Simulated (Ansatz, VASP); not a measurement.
Cd: VASP beside Ansatz

```
Cd
1.0
     1.46293   -2.53386    0.00000
     1.46293    2.53386    0.00000
     0.00000    0.00000    5.36248
Cd
2
Direct
  0.66667 0.33333 0.25000
  0.33333 0.66667 0.75000
```

Alike in both runs: task single point; functional LDA; k mesh 13 × 13 × 6; occupations fermi-dirac, width 0.08 eV; no spin polarisation.

|  | VASP | Ansatz |
| --- | --- | --- |
| version | VASP 6.6.1 | Ansatz 0.2.0 |
| potentials or method | VASP PAW LDA potentials, release 64 (Cd) | PAW with Ansatz's default frozen-core files, scalar-relativistic |
| plane-wave cutoff (eV) | 520 | 420 |
| valence electrons in the cell | 24 | 40 |

Ansatz gave:

| Property | Result |
| --- | --- |
| pressure (GPa) | 0.0 |
| traceless stress, the component that is largest in VASP (GPa) | 0.73 |

Question: Estimate VASP's values.

Answer: Pressure (GPa): 0.7; traceless stress, the component that is largest in VASP (GPa): 0.49.

LDA's correlation is that of Perdew and Zunger in VASP and of Perdew and Wang (1992) in Ansatz. VASP's potentials hold 24 valence electrons a cell and Ansatz's 40, so a difference there can come from the potentials and not from the codes.
